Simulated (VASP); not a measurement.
LiF: single point with LDA

The system is LiF.

```xyz
4
Lattice="2.9183 0.0000 0.0000 -1.4591 2.5273 0.0000 0.0000 0.0000 4.3800" Properties=species:S:1:pos:R:3 pbc="T T T"
Li    0.0000    1.6849    1.6818
Li    1.4591    0.8424    3.8718
F     0.0000    1.6849    4.3407
F     1.4591    0.8424    2.1507
```

- Program: VASP 6.6.1
- Task: single point
- Functional: LDA
- Potentials or basis: VASP PAW LDA potentials, release 64 (Li_sv, F)
- Cutoff: 520 eV
- k mesh: 9 × 9 × 6
- Occupations: gaussian, width 0.05 eV
- Spin: no spin polarisation

```
Largest force          : 0.253 eV/Å
Band gap on the k mesh : 8.60 eV
```

Forces on the atoms (eV/Å):
```
Li   0.000  0.000  0.253
Li   0.000  0.000  0.253
F    0.000  0.000 -0.253
F    0.000  0.000 -0.253
```

Levels at points of the mesh, in eV from the valence-band top:
| k point | band 7 | band 8 | band 9 | band 10 | band 11 | band 12 | band 13 | band 14 |
| --- | --- | --- | --- | --- | --- | --- | --- | --- |
| (0.00, 0.00, 0.00) | -0.84 | -0.32 | -0.32 | 0.00 | 8.60 | 13.33 | 17.21 | 19.17 |
| (0.00, 0.00, 0.50) | -0.58 | -0.58 | -0.58 | -0.58 | 10.47 | 10.47 | 19.30 | 19.30 |

Run time: 15 s on 1 thread of Intel(R) Xeon(R) Platinum 8259CL CPU @ 2.50GHz (Skylake/Cascade Lake), on a shared host, peak memory 0.14 GiB.

 A k mesh can miss the band edges.
